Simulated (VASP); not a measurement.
Crystal: BeTeS4.

```
CELL_PARAMETERS angstrom
-2.70000 2.70000 4.45000
2.70000 -2.70000 4.45000
2.70000 2.70000 -4.45000
ATOMIC_POSITIONS crystal
Be 0.25000 0.75000 0.50000
Te 0.00000 0.00000 0.00000
S 0.39000 0.88000 0.97000
S 0.91000 0.42000 0.03000
S 0.58000 0.61000 0.49000
S 0.12000 0.09000 0.51000
```

- Program: VASP 6.6.1
- Task: relaxation of cell and atoms
- Functional: PBE
- Potentials or basis: VASP PAW PBE potentials, release 64 (Be, Te, S)
- Cutoff: 600 eV
- k mesh: 3 × 3 × 3
- Occupations: gaussian, width 0.15 eV
- Spin: no spin polarisation

At the start: pressure 5.3 GPa; volume 21.63 Å³/atom.

Question: Where does the relaxation end?

Answer: Over 9 steps the energy falls by 55.6 meV/atom and the volume is 24.73 Å³/atom (+14.4 %); space group I-4 (No. 82, to 0.1 Å) before and after.

Step by step:
```tsv
step	energy change (eV)	largest force (eV/Å)	pressure (GPa)	volume (Å³)
1	0.0000	0.8040	5.27	129.76
2	-0.1853	0.7573	-1.90	143.57
3	-0.2046	0.6418	-0.44	140.06
4	-0.2698	0.3896	-0.04	140.91
5	-0.3011	0.1939	0.63	141.93
6	-0.3152	0.1978	0.02	144.41
7	-0.3213	0.2179	-0.67	147.57
8	-0.3294	0.1363	-0.37	147.94
9	-0.3333	0.0585	0.01	148.40
```

Final structure:
```yaml
crystal:
  lattice:
    - [-2.80661, 2.80661, 4.70976]
    - [2.80661, -2.80661, 4.70976]
    - [2.80661, 2.80661, -4.70976]
  atoms:
    - { symbol: Be, position: [0.25000, 0.75000, 0.50000] }
    - { symbol: Te, position: [0.00000, 0.00000, 0.00000] }
    - { symbol: S, position: [0.36608, 0.87497, 0.96156] }
    - { symbol: S, position: [0.91341, 0.40452, 0.03844] }
    - { symbol: S, position: [0.59548, 0.63392, 0.50889] }
    - { symbol: S, position: [0.12503, 0.08659, 0.49111] }
```

Caveat: the k points lie up to 0.43 Å⁻¹ apart in the final cell; the relaxation stopped at a loose force limit of 0.08 eV/Å, so its end isn't a converged minimum.
